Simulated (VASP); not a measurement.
Runs of VASP 6.6.1 on NaGeF3. The structure is that of space group Pm-3m (No. 221), or close to it. The cells are those of the table. 

```tsv
level	cell	smearing	gap on the mesh (eV)	pressure (GPa)
r2SCAN	a = 4.565 Å, 5 atoms	gaussian 0.01 eV	2.68	-6.2
PBE	a = 4.174, b = 4.348, c = 4.348 Å, 5 atoms	fermi-dirac 0.02 eV	0.98	4.8
r2SCAN	a = 4.435, b = 4.435, c = 4.302 Å, 5 atoms	gaussian 0.01 eV	1.92	-1.6
PBE	a = 4.565 Å, 5 atoms	fermi-dirac 0.02 eV	2.28	-4.6
r2SCAN	a = 4.348 Å, 5 atoms	gaussian 0.01 eV	1.69	-0.2
PBE	a = 4.348 Å, 5 atoms	fermi-dirac 0.02 eV	(a)	(c)
PBE	a = 4.435, b = 4.435, c = 4.302 Å, 5 atoms	fermi-dirac 0.02 eV	1.51	(b)
r2SCAN	a = 4.174, b = 4.348, c = 4.348 Å, 5 atoms	gaussian 0.01 eV	1.34	(d)
```

Alike in all rows: task single point; potentials or basis VASP PAW PBE potentials, release 64 (Na_pv, Ge_d, F); no spin polarisation; k mesh 6 × 6 × 6; cutoff (eV) 520.

**Question.** Estimate the missing entries.

**Answer.** (a) 1.30; (b) 0.4; (c) 2.0; (d) 2.5.

Caveats: the PAW data sets were made with another functional, which shifts forces and pressure a little (some runs).

A k mesh can miss the band edges, and the runs leave out spin-orbit coupling on Ge.
